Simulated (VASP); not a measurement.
# V (Im-3m) in VASP: a series of runs

Runs on V. Level: PBE. Tasks: single point.

All numbers are computed with VASP 6.6.1; they aren't measurements. Logs are shortened: lines on timing, memory, paths and dates and some standing lists are left out, and cuts for length are marked.

## 1. The cell of the first run

It takes space group Im-3m (No. 229, cubic). The conventional cell has a = 2.597 Å, b = 2.597 Å, c = 2.597 Å, α = 90.00°, β = 90.00°, γ = 90.00°. Within 3.0 Å of V (site symmetry m-3m) lie 14 V at 2.25 to 2.60 Å.

## 2. Single point, PBE (volume scaled by 0.65)

Contents of INCAR:

```
SYSTEM = V
ALGO = Normal
EDIFF = 1E-7
ENCUT = 520
GGA = PE
ISIF = 2
ISMEAR = -1
LASPH = .TRUE.
LCHARG = .TRUE.
LELF = .TRUE.
LREAL = .FALSE.
LVHAR = .TRUE.
LWAVE = .FALSE.
NBANDS = 12
NELM = 100
PREC = Accurate
SIGMA = 0.1
```

Contents of KPOINTS:

```
k-points
0
G
  18 18 18
  0 0 0
```

Contents of POSCAR:

```
V
1.0
   -1.2986524498      1.2986524498      1.2986524498
    1.2986524498     -1.2986524498      1.2986524498
    1.2986524498      1.2986524498     -1.2986524498
V
1
Direct
    0.0000000000      0.0000000000      0.0000000000
```

Potentials or basis: VASP PAW PBE potentials, release 64 (V_sv).

Launch:

```sh
$ cat potpaw_PBE.64/V_sv/POTCAR > POTCAR
$ mpirun -np 1 vasp_std > vasp.out
```

OUTCAR:

```text
SYSTEM = V
   EDIFF = 1E-7
   ENCUT = 520
   GGA = PE
   ISIF = 2
   ISMEAR = -1
   LASPH = .TRUE.
   LREAL = .FALSE.
   NELM = 100
   PREC = Accurate

 ion  position               nearest neighbor table
   1  0.000  0.000  0.000-

  LATTYP: Found a body centered cubic cell.
 ALAT       =     2.5973048996

  Lattice vectors:

 A1 = (  -1.2986524498,   1.2986524498,   1.2986524498)
 A2 = (   1.2986524498,  -1.2986524498,   1.2986524498)
 A3 = (   1.2986524498,   1.2986524498,  -1.2986524498)

Analysis of symmetry for initial positions (statically):
=====================================================================
 Subroutine PRICEL returns:
 Original cell was already a primitive cell.

 Routine SETGRP: Setting up the symmetry group for a
 body centered cubic supercell.

 Subroutine GETGRP returns: Found 48 space group operations
 (whereof 48 operations were pure point group operations)
 out of a pool of 48 trial point group operations.

The static configuration has the point symmetry O_h .

Analysis of symmetry for dynamics (positions and initial velocities):
=====================================================================
 Subroutine PRICEL returns:
 Original cell was already a primitive cell.

 Routine SETGRP: Setting up the symmetry group for a
 body centered cubic supercell.

 Subroutine GETGRP returns: Found 48 space group operations
 (whereof 48 operations were pure point group operations)
 out of a pool of 48 trial point group operations.

The dynamic configuration has the point symmetry O_h .

 Subroutine INISYM returns: Found 48 space group operations
 (whereof 48 operations are pure point group operations),
 and found     1 'primitive' translations

----------------------------------------------------------------------------------------

                                     Primitive cell

  volume of cell :       8.7607

  direct lattice vectors                    reciprocal lattice vectors
    -1.298652450  1.298652450  1.298652450     0.000000000  0.385014482  0.385014482
     1.298652450 -1.298652450  1.298652450     0.385014482  0.000000000  0.385014482
     1.298652450  1.298652450 -1.298652450     0.385014482  0.385014482  0.000000000

  length of vectors
     2.249332024  2.249332024  2.249332024     0.544492702  0.544492702  0.544492702

  position of ions in fractional coordinates (direct lattice)
     0.000000000  0.000000000  0.000000000

  ion indices of the primitive-cell ions
   primitive index   ion index
                 1           1

----------------------------------------------------------------------------------------

 KPOINTS: k-points

Automatic generation of k-mesh.
 Grid dimensions read from file:
 generate k-points for:   18   18   18

 Generating k-lattice:

  Cartesian coordinates                     Fractional coordinates (reciprocal lattice)
     0.000000000  0.021389693  0.021389693     0.055555556  0.000000000  0.000000000
     0.021389693  0.000000000  0.021389693     0.000000000  0.055555556  0.000000000
     0.021389693  0.021389693  0.000000000     0.000000000  0.000000000  0.055555556

  Length of vectors
     0.030249595  0.030249595  0.030249595

  Shift w.r.t. Gamma in fractional coordinates (k-lattice)
     0.000000000  0.000000000  0.000000000

 Subroutine IBZKPT returns following result:
 ===========================================

 Found    195 irreducible k-points:

 Following reciprocal coordinates:
            Coordinates               Weight
  0.000000  0.000000  0.000000      1.000000
  0.055556  0.000000  0.000000     12.000000
  0.111111  0.000000  0.000000     12.000000
  0.166667  0.000000  0.000000     12.000000
  0.222222  0.000000  0.000000     12.000000
  0.277778  0.000000  0.000000     12.000000
[... 16 lines left out ...]
  0.333333  0.111111  0.000000     48.000000
  0.388889  0.111111  0.000000     48.000000
 [... further k-points ...]
   k-points           NKPTS =    195   k-points in BZ     NKDIM =    195   number of bands    NBANDS=     12
   number of dos      NEDOS =    301   number of ions     NIONS =      1
   total plane-waves  NPLWV =   5832
   dimension x,y,z NGX =    18 NGY =   18 NGZ =   18
   dimension x,y,z NGXF=    36 NGYF=   36 NGZF=   36
   ions per type =               1
   NGX,Y,Z   is equivalent  to a cutoff of  13.30, 13.30, 13.30 a.u.
   NGXF,Y,Z  is equivalent  to a cutoff of  26.61, 26.61, 26.61 a.u.
 SYSTEM =  V
   PREC   = accura    normal or accurate (medium, high low for compatibility)
   ISTART =      0    job   : 0-new  1-cont  2-samecut
   ICHARG =      2    charge: 1-file 2-atom 10-const
   ISPIN  =      1    spin polarized calculation?
   LNONCOLLINEAR =      F non collinear calculations
   LSORBIT =      F    spin-orbit coupling
   LASPH  =      T    aspherical Exc in radial PAW
   ENCUT  =  520.0 eV  38.22 Ry    6.18 a.u.   4.18  4.18  4.18*2*pi/ulx,y,z
   NELM   =    100;   NELMIN=  2; NELMDL= -5     # of ELM steps
   EDIFF  = 0.1E-06   stopping-criterion for ELM
   LREAL  =      F    real-space projection
   EDIFFG = 0.1E-05   stopping-criterion for IOM
   NSW    =      0    number of steps for IOM
   IBRION =     -1    ionic relax: 0-MD 1-quasi-New 2-CG
   NFREE  =      0    steps in history (QN), initial steepest desc. (CG)
   ISIF   =      2    stress and relaxation
   ISYM   =      2    0-nonsym 1-usesym 2-fastsym
   POTIM  = 0.5000    time-step for ionic-motion
   TEBEG  =    0.0;   TEEND  =   0.0 temperature during run
   PSTRESS=    0.0 pullay stress
   NELECT =      13.0000    total number of electrons
   NUPDOWN=      -1.0000    fix difference up-down
   EMIN   =  10.00;   EMAX   =-10.00  energy-range for DOS
   EFERMI =   0.00;   METHOD = LEGACY
   ISMEAR =    -1;   SIGMA  =   0.10  broadening in eV -4-tet -1-fermi 0-gaus
   EFERMI_NEDOS =   21; number of points for ismear=-14 and -15
   IALGO  =     38    algorithm
   IMIX   =      4    mixing-type and parameters
     AMIX     =   0.40;   BMIX     =  1.00
     AMIX_MAG =   1.60;   BMIX_MAG =  1.00
  volume/ion in A,a.u.               =       8.76        59.12
  Fermi-wavevector in a.u.,A,eV,Ry     =   1.867281  3.528649 47.439955  3.486738
  Thomas-Fermi vector in A             =   2.913793
   LORBIT       =      0    0 simple, 1 ext, 2 COOP (PROOUT), +10 PAW based schemes
   GGA     = PE    functional components
[... 5 lines left out ...]
 non-spin polarized calculation
  energy-cutoff  :      520.00
  volume of cell :        8.76
 maximum number of plane-waves:       246
 NGX is ok and might be reduce to    18
   NGX =  9   NGY =  9   NGZ =  9

 number of electron      12.9999997 magnetization

 Free energy of the ion-electron system (eV)
  ---------------------------------------------------
  ext. energy  EPLUGINS =         0.00000000
  ---------------------------------------------------
  free energy    TOTEN  =        -7.19389315 eV

  energy without entropy =       -7.15983577  energy(sigma->0) =       -7.17686446

 E-fermi :  16.2815     XC(G=0): -15.4218

 val. band max:       16.2390081372   @ k =  -0.2778   0.3333   0.0556
 cond. band min:      16.2970120458   @ k =  -0.4444   0.5000   0.1111
 fundamental gap:      0.0580039086
 Fermi energy:        16.2814627721

 k-point     1 :       0.0000    0.0000    0.0000
  band No.  band energies     occupation
      1     -47.5585      2.00000
      2     -19.3959      2.00000
      3     -19.3959      2.00000
      4     -19.3959      2.00000
      5       9.4104      2.00000
      6      16.4709      0.26148
      7      16.4709      0.26148
      8      16.4709      0.26147
      9      19.8384      0.00000
     10      19.8384      0.00000
     11      40.0221      0.00000
     12      40.0221      0.00000

 k-point     2 :       0.0556    0.0000    0.0000
  band No.  band energies     occupation
      1     -47.5312      2.00000
      2     -19.5000      2.00000
      3     -19.4249      2.00000
      4     -19.3976      2.00000
      5       9.6029      2.00000
      6      16.3699      0.58442
      7      16.4517      0.30836
      8      16.6303      0.05929
      9      19.7068      0.00000
     10      19.8429      0.00000
     11      40.0929      0.00000
     12      40.0968      0.00000

 k-point     3 :       0.1111    0.0000    0.0000
  band No.  band energies     occupation
      1     -47.4518      2.00000
      2     -19.7962      2.00000
      3     -19.5081      2.00000
      4     -19.4026      2.00000
      5      10.1444      2.00000
      6      16.0878      1.74787
      7      16.3676      0.59397
      8      17.0980      0.00057
      9      19.4186      0.00000
     10      19.8617      0.00000
     11      40.1779      0.00000
     12      40.2037      0.00000
[... 286 lines left out ...]
 k-point    23 :       0.3333    0.1111    0.0000
  band No.  band energies     occupation
      1     -46.6731      2.00000
      2     -22.1467      2.00000
      3     -20.3237      2.00000
      4     -19.5774      2.00000
      5      11.9874      2.00000
      6      14.1127      2.00000
      7      17.5148      0.00001
      8      19.7253      0.00000
      9      20.9000      0.00000
     10      23.3340      0.00000
     11      34.7590      0.00000
     12      36.4786      0.00000

 k-point    24 :       0.3889    0.1111    0.0000
  band No.  band energies     occupation
      1     -46.5887      2.00000
      2     -22.3680      2.00000
      3     -20.4190      2.00000
      4     -19.5852      2.00000
      5      11.7273      2.00000
      6      13.9443      2.00000
      7      18.1978      0.00000
      8      19.8937      0.00000
      9      21.2170      0.00000
     10      24.2821      0.00000
     11      33.4874      0.00000
     12      35.8829      0.00000

 [... further k-points ...]

------------------------ aborting loop because EDIFF is reached ----------------------------------------

  FORCE on cell =-STRESS in cart. coord.  units (eV):
  Direction    XX          YY          ZZ          XY          YZ          ZX
  --------------------------------------------------------------------------------------
  -------------------------------------------------------------------------------------
  Total        9.3860985      9.3860985      9.3860985      0.0000000      0.0000000      0.0000000
  in kB     1716.5516699   1716.5516699   1716.5516699      0.0000000      0.0000000      0.0000000
  external PRESSURE =    1716.5516699 kB  Pullay stress =       0.0000000 kB

 VOLUME and BASIS-vectors are now :
 -----------------------------------------------------------------------------
  energy-cutoff  :      520.00
  volume of cell :        8.76
      direct lattice vectors                 reciprocal lattice vectors
    -1.298652450  1.298652450  1.298652450     0.000000000  0.385014482  0.385014482
     1.298652450 -1.298652450  1.298652450     0.385014482  0.000000000  0.385014482
     1.298652450  1.298652450 -1.298652450     0.385014482  0.385014482  0.000000000

 POSITION                                       TOTAL-FORCE (eV/Angst)
 -----------------------------------------------------------------------------------
      0.00000      0.00000      0.00000        -0.000000      0.000000     -0.000000
 -----------------------------------------------------------------------------------
    total drift:                                0.000000     -0.000000      0.000000

  FREE ENERGIE OF THE ION-ELECTRON SYSTEM (eV)
  ---------------------------------------------------
  free  energy   TOTEN  =        -7.1938931498 eV

  energy  without entropy=       -7.1598357748  energy(sigma->0) =       -7.17686446
```

Wall time 45 s (1 thread of AMD EPYC 7R13, shared host); peak memory 0.1 GiB.

Results:

- Free energy: -7.1939 eV
- Pressure: 171.7 GPa

[end of part 1 of 2]
